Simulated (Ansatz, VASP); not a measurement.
## SrO in VASP and in Ansatz

```xyz
4
Lattice="3.5533 0.0000 0.0000 -1.7766 3.0772 0.0000 0.0000 0.0000 6.2173" Properties=species:S:1:pos:R:3 pbc="T T T"
Sr    0.0000    1.8265    1.1043
Sr    1.7766    1.0257    4.6630
O     0.0000    0.0000    0.0000
O     0.0000    0.0000    3.1087
```

Alike in both runs: task single point; functional PBEsol; k mesh 9 × 9 × 4; occupations gaussian, width 0.05 eV; no spin polarisation.

|  | VASP | Ansatz |
| --- | --- | --- |
| version | VASP 6.6.1 | Ansatz 0.2.0 |
| potentials or method | VASP PAW PBE potentials, release 64 (Sr_sv, O), cutoff 520 eV | scalar-relativistic, plane waves, PAW |
| valence electrons in the cell | 32 | 32 |

|  | VASP | Ansatz | Ansatz less VASP |
| --- | --- | --- | --- |
| gap on the k mesh at the Fermi level (eV) | 2.30 | 2.32 | +0.020 |
| least direct gap on the mesh (eV) | 2.45 | 2.46 | +0.017 |
| pressure (GPa) | 4.1 | 3.3 | -0.83 |
| traceless stress, the component that is largest in VASP (GPa) | 5.25 | 4.97 | -0.282 |
| rms of the force components (eV/Å) | 1.894 | 1.842 | -0.0517 |

VASP's potentials were made for PBE, not for PBEsol. Atom by atom the forces differ by 0.064 eV/Å (rms over components).
